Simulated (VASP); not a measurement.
# Si (I4/mmm) in VASP: further runs

Si is run at these levels: r2SCAN; tasks: single point.

Program: VASP 6.6.1. These are calculated values, not measurements. Logs are shortened: lines on timing, memory, paths and dates and some standing lists are left out, and cuts for length are marked.

### Step 1. The cell of the first run

It takes space group I4/mmm (No. 139, tetragonal). Conventional cell: a = 6.655 Å, b = 6.655 Å, c = 3.459 Å, α = 90.00°, β = 90.00°, γ = 90.00°. Si (site symmetry m2m) has 4 Si at 2.19 to 2.38 Å within 2.9 Å.

### Step 2. Single point, r2SCAN (strain -0.1000 x Voigt [0, 0, 1, 0, 0, 0])

The input, POSCAR:

```
Si
1.0
   -3.3273296543      3.3273296543      1.7296924707
    3.3273296543     -3.3273296543      1.7296924707
    3.3273296543      3.3273296543     -1.7296924707
Si
4
Direct
    0.1787531995      0.1787531995      0.3575063991
    0.8212468005      0.8212468005      0.6424936010
    0.1787531995      0.8212468005      0.0000000000
    0.8212468005      0.1787531995      0.0000000000
```

The input, INCAR.step1:

```
PREC = Accurate
ENCUT = 520
ISMEAR = 0
SIGMA = 0.05
LREAL = False
LASPH = True
NELM = 80
NBANDS = 16
GGA = PE
ALGO = Normal
EDIFF = 1E-4
LWAVE = True
LCHARG = False
```

The input, INCAR.step2:

```
PREC = Accurate
ENCUT = 520
EDIFF = 1E-7
ISMEAR = 0
SIGMA = 0.05
LREAL = False
LASPH = True
NELM = 80
ALGO = Normal
ISIF = 2
LWAVE = False
LCHARG = False
METAGGA = R2SCAN
LMIXTAU = True
NBANDS = 16
ISTART = 1
```

The input, KPOINTS:

```
regular mesh
0
Gamma
  10 10 10
```

Potentials or basis: VASP PAW PBE potentials, release 64 (Si).

Run with:

```console
cat potpaw_PBE.64/Si/POTCAR > POTCAR
cp INCAR.step1 INCAR
mpirun -np 1 vasp_std > vasp.out
cp INCAR.step2 INCAR
mpirun -np 1 vasp_std > vasp.out
```

OUTCAR:

```text
PREC = Accurate
   ENCUT = 520
   EDIFF = 1E-7
   ISMEAR = 0
   LREAL = False
   LASPH = True
   NELM = 80
   ISIF = 2
   METAGGA = R2SCAN
   ISTART = 1

 ion  position               nearest neighbor table
   1  0.179  0.179  0.358-   2 2.19   2 2.19   3 2.38   4 2.38
   2  0.821  0.821  0.642-   1 2.19   1 2.19   4 2.38   3 2.38
   3  0.179  0.821  0.000-   4 2.19   4 2.19   2 2.38   1 2.38
   4  0.821  0.179  0.000-   3 2.19   3 2.19   2 2.38   1 2.38

  LATTYP: Found a body centered tetragonal cell.
 ALAT       =     6.6546593086
 C/A-ratio  =     0.5198440342

  Lattice vectors:

 A1 = (  -3.3273296543,   3.3273296543,   1.7296924707)
 A2 = (   3.3273296543,  -3.3273296543,   1.7296924707)
 A3 = (   3.3273296543,   3.3273296543,  -1.7296924707)

Analysis of symmetry for initial positions (statically):
=====================================================================
 Subroutine PRICEL returns:
 Original cell was already a primitive cell.

 Routine SETGRP: Setting up the symmetry group for a
 body centered tetragonal supercell.

 Subroutine GETGRP returns: Found 16 space group operations
 (whereof 16 operations were pure point group operations)
 out of a pool of 16 trial point group operations.

The static configuration has the point symmetry D_4h.

Analysis of symmetry for dynamics (positions and initial velocities):
=====================================================================
 Subroutine PRICEL returns:
 Original cell was already a primitive cell.

 Routine SETGRP: Setting up the symmetry group for a
 body centered tetragonal supercell.

 Subroutine GETGRP returns: Found 16 space group operations
 (whereof 16 operations were pure point group operations)
 out of a pool of 16 trial point group operations.

The dynamic configuration has the point symmetry D_4h.

 Subroutine INISYM returns: Found 16 space group operations
 (whereof 16 operations are pure point group operations),
 and found     1 'primitive' translations

----------------------------------------------------------------------------------------

                                     Primitive cell

  volume of cell :      76.5985

  direct lattice vectors                    reciprocal lattice vectors
    -3.327329654  3.327329654  1.729692471     0.000000000  0.150270653  0.289068727
     3.327329654 -3.327329654  1.729692471     0.150270653  0.000000000  0.289068727
     3.327329654  3.327329654 -1.729692471     0.150270653  0.150270653  0.000000000

  length of vectors
     5.013390200  5.013390200  5.013390200     0.325794410  0.325794410  0.212514796

  position of ions in fractional coordinates (direct lattice)
     0.178753200  0.178753200  0.357506399
     0.821246800  0.821246800  0.642493601
     0.178753200  0.821246800  0.000000000
     0.821246800  0.178753200  0.000000000

  ion indices of the primitive-cell ions
   primitive index   ion index
                 1           1
                 2           2
                 3           3
                 4           4

----------------------------------------------------------------------------------------

 KPOINTS: regular mesh

Automatic generation of k-mesh.
 Grid dimensions read from file:
 generate k-points for:   10   10   10

 Generating k-lattice:

  Cartesian coordinates                     Fractional coordinates (reciprocal lattice)
     0.000000000  0.015027065  0.028906873     0.100000000 -0.000000000  0.000000000
     0.015027065  0.000000000  0.028906873    -0.000000000  0.100000000  0.000000000
     0.015027065  0.015027065  0.000000000     0.000000000  0.000000000  0.100000000

  Length of vectors
     0.032579441  0.032579441  0.021251480

  Shift w.r.t. Gamma in fractional coordinates (k-lattice)
     0.000000000  0.000000000  0.000000000

 Subroutine IBZKPT returns following result:
 ===========================================

 Found    102 irreducible k-points:

 Following reciprocal coordinates:
            Coordinates               Weight
  0.000000  0.000000  0.000000      1.000000
  0.100000 -0.000000  0.000000      8.000000
  0.200000 -0.000000  0.000000      8.000000
  0.300000 -0.000000  0.000000      8.000000
  0.400000 -0.000000  0.000000      8.000000
  0.500000 -0.000000  0.000000      4.000000
[... 16 lines left out ...]
  0.300000  0.300000  0.000000      8.000000
  0.400000  0.300000  0.000000     16.000000
 [... further k-points ...]
   k-points           NKPTS =    102   k-points in BZ     NKDIM =    102   number of bands    NBANDS=     16
   number of dos      NEDOS =    301   number of ions     NIONS =      4
   total plane-waves  NPLWV =  64000
   dimension x,y,z NGX =    40 NGY =   40 NGZ =   40
   dimension x,y,z NGXF=    80 NGYF=   80 NGZF=   80
   ions per type =               4
   NGX,Y,Z   is equivalent  to a cutoff of  13.26, 13.26, 13.26 a.u.
   NGXF,Y,Z  is equivalent  to a cutoff of  26.53, 26.53, 26.53 a.u.
 SYSTEM =  unknown system
   PREC   = accura    normal or accurate (medium, high low for compatibility)
   ISTART =      1    job   : 0-new  1-cont  2-samecut
   ICHARG =      0    charge: 1-file 2-atom 10-const
   ISPIN  =      1    spin polarized calculation?
   LNONCOLLINEAR =      F non collinear calculations
   LSORBIT =      F    spin-orbit coupling
   LASPH  =      T    aspherical Exc in radial PAW
   ENCUT  =  520.0 eV  38.22 Ry    6.18 a.u.   9.32  9.32  9.32*2*pi/ulx,y,z
   NELM   =     80;   NELMIN=  2; NELMDL=  0     # of ELM steps
   EDIFF  = 0.1E-06   stopping-criterion for ELM
   LREAL  =      F    real-space projection
   EDIFFG = 0.1E-05   stopping-criterion for IOM
   NSW    =      0    number of steps for IOM
   IBRION =     -1    ionic relax: 0-MD 1-quasi-New 2-CG
   NFREE  =      0    steps in history (QN), initial steepest desc. (CG)
   ISIF   =      2    stress and relaxation
   ISYM   =      2    0-nonsym 1-usesym 2-fastsym
   POTIM  = 0.5000    time-step for ionic-motion
   TEBEG  =    0.0;   TEEND  =   0.0 temperature during run
   PSTRESS=    0.0 pullay stress
   NELECT =      16.0000    total number of electrons
   NUPDOWN=      -1.0000    fix difference up-down
   EMIN   =  10.00;   EMAX   =-10.00  energy-range for DOS
   EFERMI =   0.00;   METHOD = LEGACY
   ISMEAR =     0;   SIGMA  =   0.05  broadening in eV -4-tet -1-fermi 0-gaus
   EFERMI_NEDOS =   21; number of points for ismear=-14 and -15
   IALGO  =     38    algorithm
   IMIX   =      4    mixing-type and parameters
     AMIX     =   0.40;   BMIX     =  1.00
     AMIX_MAG =   1.60;   BMIX_MAG =  1.00
  volume/ion in A,a.u.               =      19.15       129.23
  Fermi-wavevector in a.u.,A,eV,Ry     =   0.971348  1.835581 12.837315  0.943516
  Thomas-Fermi vector in A             =   2.101557
   LORBIT       =      0    0 simple, 1 ext, 2 COOP (PROOUT), +10 PAW based schemes
   METAGGA = R2SCAN    functional components
   LHFCALC =     F    Hartree Fock is set to
   AEXX    =    0.0000 exact exchange contribution
   IVDW    =     0    specifies the selected vdW correction
   LEPSILON=     F    determine dielectric tensor
   LRPA    =     F    only Hartree local field effects (RPA)
 non-spin polarized calculation
 Gauss-broadening in eV      SIGMA  =   0.05
  energy-cutoff  :      520.00
  volume of cell :       76.60
 maximum number of plane-waves:      2086
 NGX is ok and might be reduce to    40
   NGX = 19   NGY = 19   NGZ = 19

 number of electron      16.0000000 magnetization

 Free energy of the ion-electron system (eV)
  ---------------------------------------------------
  ext. energy  EPLUGINS =         0.00000000
  ---------------------------------------------------
  free energy    TOTEN  =       -33.89932987 eV

  energy without entropy =      -33.89905681  energy(sigma->0) =      -33.89919334

 E-fermi :   6.6033     XC(G=0):  -9.9420

 val. band max:        6.5743416603   @ k =   0.5000   0.5000   0.4000
 cond. band min:       6.6269781908   @ k =  -0.2000  -0.2000   0.2000
 fundamental gap:      0.0526365305
 Fermi energy:         6.6033300578

 k-point     1 :       0.0000    0.0000    0.0000
  band No.  band energies     occupation
      1      -6.9794      2.00000
      2      -2.8369      2.00000
      3       0.1963      2.00000
      4       0.1963      2.00000
      5       2.0267      2.00000
      6       5.4733      2.00000
[... 8 lines left out ...]
     15      13.2559      0.00000
     16      14.6282      0.00000

 k-point     2 :       0.1000   -0.0000    0.0000
  band No.  band energies     occupation
      1      -6.8348      2.00000
      2      -2.8144      2.00000
      3       0.1125      2.00000
      4       0.4180      2.00000
      5       2.1686      2.00000
      6       4.6037      2.00000
[... 8 lines left out ...]
     15      12.3302      0.00000
     16      15.5024      0.00000

 k-point     3 :       0.2000   -0.0000    0.0000
  band No.  band energies     occupation
      1      -6.4062      2.00000
      2      -2.7035      2.00000
      3      -0.1242      2.00000
      4       0.9315      2.00000
      5       2.4376      2.00000
      6       3.0384      2.00000
[... 8 lines left out ...]
     15      12.9807      0.00000
     16      14.5500      0.00000

 k-point     4 :       0.3000   -0.0000    0.0000
  band No.  band energies     occupation
      1      -5.7133      2.00000
      2      -2.4339      2.00000
      3      -0.6916      2.00000
      4       0.9099      2.00000
      5       1.8282      2.00000
      6       2.5758      2.00000
[... 8 lines left out ...]
     15      13.8972      0.00000
     16      14.4008      0.00000

 k-point     5 :       0.4000   -0.0000    0.0000
  band No.  band energies     occupation
      1      -4.8253      2.00000
      2      -1.9872      2.00000
      3      -1.7521      2.00000
      4       0.0268      2.00000
      5       1.4009      2.00000
      6       2.5325      2.00000
[... 8 lines left out ...]
     15      12.7726      0.00000
     16      15.2180      0.00000

 k-point     6 :       0.5000   -0.0000    0.0000
  band No.  band energies     occupation
      1      -4.1913      2.00000
      2      -2.5105      2.00000
      3      -1.6158      2.00000
      4      -0.5511      2.00000
      5       1.3547      2.00000
      6       2.4744      2.00000
[... 8 lines left out ...]
     15      12.2268      0.00000
     16      14.5907      0.00000
[... 267 lines left out ...]
 k-point    21 :      -0.3000    0.2000   -0.0000
  band No.  band energies     occupation
      1      -6.4932      2.00000
      2      -3.7233      2.00000
      3      -0.1375      2.00000
      4       0.9188      2.00000
      5       3.1904      2.00000
      6       4.1076      2.00000
[... 8 lines left out ...]
     15      13.2021      0.00000
     16      14.1908      0.00000

 k-point    22 :      -0.2000    0.2000    0.0000
  band No.  band energies     occupation
      1      -6.7487      2.00000
      2      -3.5313      2.00000
      3       0.1301      2.00000
      4       0.4023      2.00000
      5       2.9416      2.00000
      6       4.4914      2.00000
[... 8 lines left out ...]
     15      13.6865      0.00000
     16      15.2032      0.00000

 k-point    23 :       0.3000    0.3000    0.0000
  band No.  band energies     occupation
      1      -4.1942      2.00000
      2      -3.0767      2.00000
      3      -1.9593      2.00000
      4       0.2563      2.00000
      5       1.1514      2.00000
      6       3.2222      2.00000
[... 8 lines left out ...]
     15      13.0463      0.00000
     16      14.8152      0.00000

 k-point    24 :       0.4000    0.3000    0.0000
  band No.  band energies     occupation
      1      -4.8850      2.00000
      2      -3.8497      2.00000
      3      -1.0916      2.00000
      4       1.2247      2.00000
      5       1.5046      2.00000
      6       2.9088      2.00000
[... 8 lines left out ...]
     15      13.7525      0.00000
     16      14.3673      0.00000

 [... further k-points ...]

------------------------ aborting loop because EDIFF is reached ----------------------------------------

  FORCE on cell =-STRESS in cart. coord.  units (eV):
  Direction    XX          YY          ZZ          XY          YZ          ZX
  --------------------------------------------------------------------------------------
  -------------------------------------------------------------------------------------
  Total        2.0803732      2.0803732     14.7410378      0.0000000      0.0000000      0.0000000
  in kB       43.5142281     43.5142281    308.3316407      0.0000000      0.0000000      0.0000000
  external PRESSURE =     131.7866990 kB  Pullay stress =       0.0000000 kB

 VOLUME and BASIS-vectors are now :
 -----------------------------------------------------------------------------
  energy-cutoff  :      520.00
  volume of cell :       76.60
      direct lattice vectors                 reciprocal lattice vectors
    -3.327329654  3.327329654  1.729692471     0.000000000  0.150270653  0.289068727
     3.327329654 -3.327329654  1.729692471     0.150270653  0.000000000  0.289068727
     3.327329654  3.327329654 -1.729692471     0.150270653  0.150270653  0.000000000

 POSITION                                       TOTAL-FORCE (eV/Angst)
 -----------------------------------------------------------------------------------
      1.18954      1.18954     -0.00000        -1.085981     -1.085981     -0.000000
      2.13779      2.13779      1.72969         1.085981      1.085981      0.000000
      2.13779     -2.13779      1.72969         1.085981     -1.085981      0.000000
     -2.13779      2.13779      1.72969        -1.085981      1.085981     -0.000000
 -----------------------------------------------------------------------------------
    total drift:                               -0.000000     -0.000000      0.000000

  FREE ENERGIE OF THE ION-ELECTRON SYSTEM (eV)
  ---------------------------------------------------
  free  energy   TOTEN  =       -33.8993298702 eV

  energy  without entropy=      -33.8990568067  energy(sigma->0) =      -33.89919334
```

Run time: 16 min. Hardware: 1 thread of Intel Xeon 8259CL, shared host; peak memory 0.3 GiB.

Results:

```yaml
Free_energy: -33.8993 eV
Pressure: 13.2 GPa
Largest_force: 1.536 eV/Å
Band_gap_on_the_k_mesh: zero (bands 8 and 9 overlap by 0.03 eV)
```

Forces on the atoms (eV/Å):
```
Si  -1.086 -1.086  0.000
Si   1.086  1.086  0.000
Si   1.086 -1.086  0.000
Si  -1.086  1.086  0.000
```

Stress tensor (GPa, compression positive):
```
 4.35  0.00  0.00
 0.00  4.35  0.00
 0.00  0.00 30.83
```

Caveat: the cell differs from its parent crystal (strain -0.1000 x Voigt [0, 0, 1, 0, 0, 0]); the stress differs along the axes, from 4 to 31 GPa; semilocal functionals underestimate gaps, and a narrow one can read as zero; the PAW data sets were made with another functional, which shifts forces and pressure a little.

(Continued in part 2 of 2.)

The gap in the log of VASP goes by the Fermi energy; the results here count the filled bands.